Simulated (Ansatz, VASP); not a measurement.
One calculation of Sb, two programs

```
Sb
1.0
    -1.52968    1.52968    2.52066
     1.52968   -1.52968    2.52066
     1.52968    1.52968   -2.52066
Sb
1
Direct
  0.00000 0.00000 0.00000
```

Alike in both runs: task electric field gradients; functional revPBE; k mesh 24 × 24 × 24; occupations fermi-dirac, width 0.05 eV; no spin polarisation.

|  | VASP | Ansatz |
| --- | --- | --- |
| version | VASP 6.6.1 | Ansatz 0.2.0 |
| potentials or method | VASP PAW PBE potentials, release 64 (Sb), cutoff 520 eV | all-electron PAW with datasets made for the crystal, scalar-relativistic |

```csv
,VASP,Ansatz,Ansatz less VASP
gap on the k mesh at the Fermi level (eV),none,none,-
pressure (GPa),14.2,14.3,+0.17
"traceless stress, the component that is largest in VASP (GPa)",-0.91,-0.85,+0.059
```

VASP's potentials were made for PBE, not for revPBE. A gap of «none» marks a metal or a gap that the smearing closes. Ansatz ran all-electron here, and VASP with PAW potentials.

Spin-orbit coupling is off throughout.
